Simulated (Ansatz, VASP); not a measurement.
**One calculation of AlP, two programs**

INCAR

```
SYSTEM = AlP
PREC = Accurate
ENCUT = 500
EDIFF = 1E-7
ISMEAR = 0
SIGMA = 0.02
LREAL = .FALSE.
LASPH = .TRUE.
NELM = 120
ALGO = Normal
ISIF = 3
LWAVE = .FALSE.
LCHARG = .FALSE.
GGA = CA
IBRION = 2
NSW = 100
EDIFFG = -0.002
GGA_COMPAT = .FALSE.
NELMIN = 4
```

Contents of KPOINTS:

```
Automatic mesh
0
G
  12 12 12
  0 0 0
```

File POSCAR:

```
AlP
1.0
    0.0000000000      2.7364837100      2.7364837100
    2.7364837100      0.0000000000      2.7364837100
    2.7364837100      2.7364837100      0.0000000000
Al P
1 1
Direct
    0.0000000000      0.0000000000      0.0000000000
    0.2500000000      0.2500000000      0.2500000000
```

Input for Ansatz:

```yaml
crystal:
  lattice:
    - [0.0, 2.73648371, 2.73648371]
    - [2.73648371, 0.0, 2.73648371]
    - [2.73648371, 2.73648371, 0.0]
  atoms:
    - { symbol: Al, position: [0.0, 0.0, 0.0] }
    - { symbol: P, position: [0.25, 0.25, 0.25] }
basis:
  ecutwfc: 420
kpoints:
  mp_grid: { grid: [12, 12, 12] }
hamiltonian:
  xc: lda
  pseudopotentials: { kind: paw, azcp: { folder: soft_1 } }
scf:
  occupations: { method: gaussian, width: 0.02 }
output:
  forces: true
  stress: true
  eigenvalues: true
  write_density: true
  write_potential: true
  elf: true
  volumetric_format: npy
relax:
  adjacent_minimum: "off"
  f_tol: 0.002
  max_steps: 80
  cell: { stress_tol: 0.02 }
```

Alike in both runs: task relaxation of cell and atoms; functional LDA; k mesh 12 × 12 × 12; occupations gaussian, width 0.02 eV; no spin polarisation.

|  | VASP | Ansatz |
| --- | --- | --- |
| version | VASP 6.6.1 | Ansatz 0.2.0 |
| potentials or method | VASP PAW LDA potentials, release 64 (Al, P), cutoff 500 eV | scalar-relativistic, plane waves, PAW |
| valence electrons in the cell | 8 | 8 |

|  | VASP | Ansatz | Ansatz less VASP |
| --- | --- | --- | --- |
| gap on the k mesh at the Fermi level, each at its own relaxed structure (eV) | 1.42 | 1.42 | +0.003 |
| relaxed volume (Å³/atom) | 20.07 | 20.05 | -0.015 |
| relaxed cell length with the largest relative difference (Å) | 3.843 | 3.842 | -0.0009 |

Ansatz warns that its potentials were made for another functional, while VASP's fit it. LDA's correlation is that of Perdew and Zunger in VASP and of Perdew and Wang (1992) in Ansatz.
